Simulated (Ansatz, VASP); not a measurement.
## Two plane-wave programs on MgO

INCAR

```
PREC     = Accurate       # precision mode
ENCUT    = 520            # plane-wave cutoff, eV
EDIFF    = 1E-6           # SCF threshold, eV
ISMEAR   = 0              # smearing method
SIGMA    = 0.05           # smearing width, eV
LREAL    = False          # projectors in reciprocal space
LASPH    = True           # aspherical terms in the spheres
NELM     = 100            # most SCF steps
ALGO     = Normal         # electronic algorithm
ISIF     = 2              # what is computed and relaxed
LWAVE    = False          # write WAVECAR
LCHARG   = True           # write CHGCAR
GGA      = PE             # functional
LELF     = True           # ELF
LVHAR    = True         
NBANDS   = 26             # bands
```

KPOINTS

```
regular mesh
0
Gamma
  9 9 2
```

The input POSCAR:

```
MgO
1.0
    3.2803754002      0.0000000000      0.0000000000
   -1.6401877001      2.8408884305      0.0000000000
    0.0000000000      0.0000000000     10.5147056238
Mg O
4 4
Direct
    0.3333333333      0.6666666667      0.9694791811
    0.0000000000      0.0000000000      0.2208070585
    0.0000000000      0.0000000000      0.7208070585
    0.6666666667      0.3333333333      0.4694791811
    0.3333333333      0.6666666667      0.7800540723
    0.0000000000      0.0000000000      0.4668886358
    0.0000000000      0.0000000000      0.0296578681
    0.6666666667      0.3333333333      0.2800540723
```

Input for Ansatz:

```yaml
crystal:
  lattice:
    - [3.2803754002, 0.0, 0.0]
    - [-1.6401877001, 2.8408884305, 0.0]
    - [0.0, 0.0, 10.5147056238]
  atoms:
    - { symbol: Mg, position: [0.3333333333, 0.6666666667, 0.9694791811] }
    - { symbol: Mg, position: [0.0, 0.0, 0.2208070585] }
    - { symbol: Mg, position: [0.0, 0.0, 0.7208070585] }
    - { symbol: Mg, position: [0.6666666667, 0.3333333333, 0.4694791811] }
    - { symbol: O, position: [0.3333333333, 0.6666666667, 0.7800540723] }
    - { symbol: O, position: [0.0, 0.0, 0.4668886358] }
    - { symbol: O, position: [0.0, 0.0, 0.0296578681] }
    - { symbol: O, position: [0.6666666667, 0.3333333333, 0.2800540723] }
basis:
  ecutwfc: 420
kpoints:
  mp_grid: { grid: [9, 9, 2] }
hamiltonian:
  xc: pbe
  pseudopotentials: { kind: paw, azcp: { folder: soft_1 } }
scf:
  occupations: { method: gaussian, width: 0.05 }
output:
  forces: true
  stress: true
  eigenvalues: true
```

Alike in both runs: task single point; functional PBE; k mesh 9 × 9 × 2; occupations gaussian, width 0.05 eV; no spin polarisation.

|  | VASP | Ansatz |
| --- | --- | --- |
| version | VASP 6.6.1 | Ansatz 0.2.0 |
| potentials or method | VASP PAW PBE potentials, release 64 (Mg, O), cutoff 520 eV | scalar-relativistic, plane waves, PAW |
| valence electrons in the cell | 32 | 64 |

Ansatz gave:

* gap on the k mesh at the Fermi level (eV): 0.90
* least direct gap on the mesh (eV): 0.90
* pressure (GPa): 3.3
* traceless stress, the component that is largest in VASP (GPa): -4.14
* rms of the force components (eV/Å): 1.118

Question: Which values does VASP return?

Answer: gap on the k mesh at the Fermi level (eV): 0.86; least direct gap on the mesh (eV): 0.86; pressure (GPa): 2.9; traceless stress, the component that is largest in VASP (GPa): -4.19; rms of the force components (eV/Å): 1.126.

Atom by atom the forces differ by 0.011 eV/Å (rms over components). With one functional, cell and mesh, what is left measures potentials, basis and numerics. VASP's potentials hold 32 valence electrons a cell and Ansatz's 64, so a difference there can come from the potentials and not from the codes.
